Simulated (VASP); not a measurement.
The system is CoO.

```
Co O
1.0
     1.49537    0.86335    2.42355
    -1.49537    0.86335    2.42355
     0.00000   -1.72670    2.42355
Co O
1 1
Direct
  0.00000 0.00000 0.00000
  0.50000 0.50000 0.50000
```

Base run:

* Program: VASP 6.6.1
* Functional: r2SCAN
* Potentials or basis: VASP PAW PBE potentials, release 64 (Co, O)
* Cutoff: 520 eV
* k mesh: 11 × 11 × 11
* Occupations: fermi-dirac, width 0.05 eV
* Spin: collinear spin, ferromagnetic start
* Starting moments: [2.0, 0.0] μB

Its results: pressure 0.1 GPa; net moment 3.00 μB per cell; site moments Co +2.69; O +0.29 μB.

Question: The run is repeated on the same cell with these changes: functional from r2SCAN to PBEsol. What comes out?

Answer: Pressure -6.8 GPa; net moment 2.86 μB per cell; site moments Co +2.51; O +0.30 μB.

Caveats: the PAW data sets were made with another functional, which shifts forces and pressure a little; a cell with one magnetic atom can't hold antiferromagnetic order, which such compounds often take.
